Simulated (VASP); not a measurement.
# HfO2 (Fm-3m) in VASP: notebook, part 2 of 2

VASP 6.6.1.

## 4. Relaxation of cell and atoms, LDA, target pressure 40 GPa, at which the enthalpy is minimised

INCAR

```
SYSTEM = HfO2
PREC     = Accurate       ! precision mode
ENCUT    = 600            ! plane-wave cutoff, eV
EDIFF    = 1E-7           ! SCF threshold, eV
ISMEAR   = 0              ! smearing method
SIGMA    = 0.01           ! smearing width, eV
LREAL    = .False.        ! projectors in reciprocal space
LASPH    = .True.         ! aspherical terms in the spheres
NELM     = 80             ! most SCF steps
ALGO     = Normal         ! electronic algorithm
ISIF     = 3              ! what is computed and relaxed
LWAVE    = .False.        ! write WAVECAR
LCHARG   = .False.        ! write CHGCAR
IBRION   = 2              ! ionic algorithm
NSW      = 80             ! ionic steps
EDIFFG   = -0.001         ! ionic threshold
PSTRESS  = 400.0
```

KPOINTS

```
Automatic mesh
0
Gamma
  8 8 8
  0 0 0
```

POSCAR

```
HfO2
1.0
    0.0000000000      2.5004918518      2.5004918518
    2.5004918518      0.0000000000      2.5004918518
    2.5004918518      2.5004918518      0.0000000000
Hf O
1 2
Direct
    0.0000000000      0.0000000000      0.0000000000
    0.2500000000      0.2500000000      0.2500000000
    0.7500000000      0.7500000000      0.7500000000
```

Potentials or basis: VASP PAW LDA potentials, release 64 (Hf_pv, O).

On the command line:

```
> cat potpaw_LDA.64/Hf_pv/POTCAR potpaw_LDA.64/O/POTCAR > POTCAR
> mpirun -np 1 vasp_std > vasp.out
```

OUTCAR:

```text
SYSTEM = HfO2
   PREC = Accurate
   ENCUT = 600
   EDIFF = 1E-7
   ISMEAR = 0
   LREAL = .False.
   LASPH = .True.
   NELM = 80
   ISIF = 3
   IBRION = 2
   NSW = 80
   EDIFFG = -0.001
   PSTRESS = 400.0

 ion  position               nearest neighbor table
   1  0.000  0.000  0.000-   3 2.17   3 2.17   3 2.17   2 2.17   3 2.17   2 2.17   2 2.17   2 2.17

   2  0.250  0.250  0.250-   1 2.17   1 2.17   1 2.17   1 2.17
   3  0.750  0.750  0.750-   1 2.17   1 2.17   1 2.17   1 2.17

  LATTYP: Found a face centered cubic cell.
 ALAT       =     5.0009837036

  Lattice vectors:

 A1 = (   0.0000000000,   2.5004918518,   2.5004918518)
 A2 = (   2.5004918518,   0.0000000000,   2.5004918518)
 A3 = (   2.5004918518,   2.5004918518,   0.0000000000)

Analysis of symmetry for initial positions (statically):
=====================================================================
 Subroutine PRICEL returns:
 Original cell was already a primitive cell.

 Routine SETGRP: Setting up the symmetry group for a
 face centered cubic supercell.

 Subroutine GETGRP returns: Found 48 space group operations
 (whereof 48 operations were pure point group operations)
 out of a pool of 48 trial point group operations.

The static configuration has the point symmetry O_h .

Analysis of symmetry for dynamics (positions and initial velocities):
=====================================================================
 Subroutine PRICEL returns:
 Original cell was already a primitive cell.

 Routine SETGRP: Setting up the symmetry group for a
 face centered cubic supercell.

 Subroutine GETGRP returns: Found 48 space group operations
 (whereof 48 operations were pure point group operations)
 out of a pool of 48 trial point group operations.

The dynamic configuration has the point symmetry O_h .

 Subroutine INISYM returns: Found 48 space group operations
 (whereof 48 operations are pure point group operations),
 and found     1 'primitive' translations

----------------------------------------------------------------------------------------

                                     Primitive cell

  volume of cell :      31.2684

  direct lattice vectors                    reciprocal lattice vectors
     0.000000000  2.500491852  2.500491852    -0.199960660  0.199960660  0.199960660
     2.500491852  0.000000000  2.500491852     0.199960660 -0.199960660  0.199960660
     2.500491852  2.500491852  0.000000000     0.199960660  0.199960660 -0.199960660

  length of vectors
     3.536229489  3.536229489  3.536229489     0.346342022  0.346342022  0.346342022

  position of ions in fractional coordinates (direct lattice)
     0.000000000  0.000000000  0.000000000
     0.250000000  0.250000000  0.250000000
     0.750000000  0.750000000  0.750000000

  ion indices of the primitive-cell ions
   primitive index   ion index
                 1           1
                 2           2
                 3           3

----------------------------------------------------------------------------------------

 KPOINTS: Automatic mesh

Automatic generation of k-mesh.
 Grid dimensions read from file:
 generate k-points for:    8    8    8

 Generating k-lattice:

  Cartesian coordinates                     Fractional coordinates (reciprocal lattice)
    -0.024995082  0.024995082  0.024995082     0.125000000  0.000000000  0.000000000
     0.024995082 -0.024995082  0.024995082     0.000000000  0.125000000  0.000000000
[... 52 lines left out ...]
   ISPIN  =      1    spin polarized calculation?
   LNONCOLLINEAR =      F non collinear calculations
   LSORBIT =      F    spin-orbit coupling
   LASPH  =      T    aspherical Exc in radial PAW
   ENCUT  =  600.0 eV  44.10 Ry    6.64 a.u.   7.06  7.06  7.06*2*pi/ulx,y,z
   NELM   =     80;   NELMIN=  2; NELMDL= -5     # of ELM steps
   EDIFF  = 0.1E-06   stopping-criterion for ELM
   LREAL  =      F    real-space projection
   EDIFFG = -.1E-02   stopping-criterion for IOM
   NSW    =     80    number of steps for IOM
   IBRION =      2    ionic relax: 0-MD 1-quasi-New 2-CG
   NFREE  =      1    steps in history (QN), initial steepest desc. (CG)
   ISIF   =      3    stress and relaxation
   ISYM   =      2    0-nonsym 1-usesym 2-fastsym
   POTIM  = 0.5000    time-step for ionic-motion
   TEBEG  =    0.0;   TEEND  =   0.0 temperature during run
   PSTRESS=  400.0 pullay stress
   NELECT =      22.0000    total number of electrons
   NUPDOWN=      -1.0000    fix difference up-down
   EMIN   =  10.00;   EMAX   =-10.00  energy-range for DOS
   EFERMI =   0.00;   METHOD = LEGACY
   ISMEAR =     0;   SIGMA  =   0.01  broadening in eV -4-tet -1-fermi 0-gaus
   EFERMI_NEDOS =   21; number of points for ismear=-14 and -15
   IALGO  =     38    algorithm
   IMIX   =      4    mixing-type and parameters
     AMIX     =   0.40;   BMIX     =  1.00
     AMIX_MAG =   1.60;   BMIX_MAG =  1.00
  volume/ion in A,a.u.               =      10.42        70.34
  Fermi-wavevector in a.u.,A,eV,Ry     =   1.456063  2.751561 28.845992  2.120121
  Thomas-Fermi vector in A             =   2.573025
   LORBIT       =      0    0 simple, 1 ext, 2 COOP (PROOUT), +10 PAW based schemes
   GGA     = CA    functional components
   LHFCALC =     F    Hartree Fock is set to
   AEXX    =    0.0000 exact exchange contribution
   IVDW    =     0    specifies the selected vdW correction
   LEPSILON=     F    determine dielectric tensor
   LRPA    =     F    only Hartree local field effects (RPA)
 conjugate gradient relaxation of ions
 non-spin polarized calculation
 Gauss-broadening in eV      SIGMA  =   0.01
  energy-cutoff  :      600.00
  volume of cell :       31.27
 maximum number of plane-waves:      1056
   NGX = 15   NGY = 15   NGZ = 15

--------------------------------------- Ionic step        1  -------------------------------------------

 number of electron      22.0000000 magnetization

 Free energy of the ion-electron system (eV)
  ---------------------------------------------------
  ext. energy  EPLUGINS =         0.00000000
  ---------------------------------------------------
  free energy    TOTEN  =       -33.07410483 eV

  energy without entropy =      -33.07410483  energy(sigma->0) =      -33.07410483

------------------------ aborting loop because EDIFF is reached ----------------------------------------

  FORCE on cell =-STRESS in cart. coord.  units (eV):
  Direction    XX          YY          ZZ          XY          YZ          ZX
  --------------------------------------------------------------------------------------
  -------------------------------------------------------------------------------------
  Total       -0.6841935     -0.6841935     -0.6841935     -0.0000000     -0.0000000      0.0000000
  in kB      -35.0576815    -35.0576815    -35.0576815     -0.0000000     -0.0000000      0.0000000
  external PRESSURE =    -435.0576815 kB  Pullay stress =     400.0000000 kB
[... 143 lines left out ...]
--------------------------------------- Ionic step        5  -------------------------------------------

 number of electron      21.9999993 magnetization

 Free energy of the ion-electron system (eV)
  ---------------------------------------------------
  ext. energy  EPLUGINS =         0.00000000
  ---------------------------------------------------
  free energy    TOTEN  =       -32.71553113 eV

  energy without entropy =      -32.71553113  energy(sigma->0) =      -32.71553113

 E-fermi :   5.7536     XC(G=0): -13.1855

 val. band max:        5.5791871144   @ k =   0.5000   0.5000   0.0000
 cond. band min:       9.6006458766   @ k =   0.0000   0.0000   0.0000
 fundamental gap:      4.0214587622
 Fermi energy:         5.7535907753

 k-point     1 :       0.0000    0.0000    0.0000
  band No.  band energies     occupation
      1     -23.2262      2.00000
      2     -23.2262      2.00000
      3     -23.2262      2.00000
      4     -13.9808      2.00000
      5      -9.9316      2.00000
      6      -0.9267      2.00000
      7      -0.9267      2.00000
      8      -0.9267      2.00000
      9       4.8826      2.00000
     10       4.8826      2.00000
     11       4.8826      2.00000
     12       9.6006      0.00000
     13       9.6006      0.00000
     14      12.5874      0.00000
[... 401 lines left out ...]
      2     -23.6060      2.00000
      3     -23.3899      2.00000
      4     -11.8430      2.00000
      5     -10.8421      2.00000
      6      -0.1661      2.00000
      7       0.4268      2.00000
      8       1.3611      2.00000
      9       3.0843      2.00000
     10       3.9846      2.00000
     11       4.2247      2.00000
     12      10.5640      0.00000
     13      11.1398      0.00000
     14      14.1269      0.00000
     15      15.0944      0.00000

 [... further k-points ...]

------------------------ aborting loop because EDIFF is reached ----------------------------------------

  FORCE on cell =-STRESS in cart. coord.  units (eV):
  Direction    XX          YY          ZZ          XY          YZ          ZX
  --------------------------------------------------------------------------------------
  -------------------------------------------------------------------------------------
  Total        6.9113025      6.9113025      6.9113025     -0.0000000      0.0000000      0.0000000
  in kB      400.0314939    400.0314939    400.0314939     -0.0000000      0.0000000      0.0000000
  external PRESSURE =       0.0314939 kB  Pullay stress =     400.0000000 kB
[... 22 lines left out ...]
  energy  without entropy=      -32.7155311335  energy(sigma->0) =      -32.71553113

  enthalpy is  TOTEN    =       -25.8047727330 eV   P V=        6.9107584004

 reached required accuracy - stopping structural energy minimisation
```

Wall time 92 s (1 thread of Intel Xeon 8259CL, shared host); peak memory 0.16 GiB.

Results:

- Free energy: -32.7155 eV
- Relaxed volume: 9.23 Å³/atom
- Relaxed cell: a = 3.395 Å, b = 3.395 Å, c = 3.395 Å, α = 60.00°, β = 60.00°, γ = 60.00°
- Space group after relaxing (to 0.1 Å): Fm-3m (No. 225)
- Energy change on relaxing (the run minimises the enthalpy): +119.5 meV/atom
- Ionic steps: 5
- Pressure after relaxing: 40.0 GPa
- Band gap on the k mesh: 4.02 eV

Step by step:
```
step  energy change (eV)  largest force (eV/Å)  pressure (GPa)  volume (Å³)
   1              0.0000                0.0000           -3.51        31.27
   2              7.0731                0.0000          305.65        20.13
   3              0.2632                0.0000           33.44        28.10
   4              0.3288                0.0000           38.04        27.80
   5              0.3586                0.0000           40.00        27.68
```

Final structure:
```
CELL_PARAMETERS angstrom
0.00000 2.40094 2.40094
2.40094 0.00000 2.40094
2.40094 2.40094 0.00000
ATOMIC_POSITIONS crystal
Hf 0.00000 0.00000 0.00000
O 0.25000 0.25000 0.25000
O 0.75000 0.75000 0.75000
```

Levels at points of the mesh, in eV from the valence-band top:
```csv
k point,band 8,band 9,band 10,band 11,band 12,band 13,band 14,band 15
"(0.00, 0.00, 0.00)",-6.51,-0.70,-0.70,-0.70,4.02,4.02,7.01,13.56
"(0.50, 0.00, 0.00)",-3.29,-3.11,-2.00,-2.00,5.00,5.00,8.60,9.31
"(0.50, 0.50, 0.00)",-3.81,-1.86,-1.86,0.00,4.02,6.20,8.23,9.59
```

Caveat: the cell is relaxed towards a set pressure, so the run minimises the enthalpy, not the energy; spin-orbit coupling is left out, which moves the levels of the heavy elements. LDA usually gives volumes a few per cent too small.

## 5. Summary

```tsv
task	cell	cutoff (eV)	gap on the mesh (eV)	pressure (GPa)
relaxation of cell and atoms	relaxed to 6 GPa from a = 3.536 Å, angles 60.0°, 3 atoms	600	3.79	6.0
single point	a = 3.407 Å, angles 60.0°, 3 atoms	520	4.00	36.1
relaxation of cell and atoms	relaxed to 40 GPa from a = 3.536 Å, angles 60.0°, 3 atoms	600	4.02	40.0
```

Alike in all rows: level LDA; potentials or basis VASP PAW LDA potentials, release 64 (Hf_pv, O); no spin polarisation; k mesh 8 × 8 × 8; smearing gaussian 0.01 eV.

Caveats: spin-orbit coupling is left out, which moves the levels of the heavy elements; the cell is relaxed towards a set pressure, so the run minimises the enthalpy, not the energy (at least some runs); the cell stands under pressure (at least some runs).

Absolute energies hang on the potentials; compare differences alone.
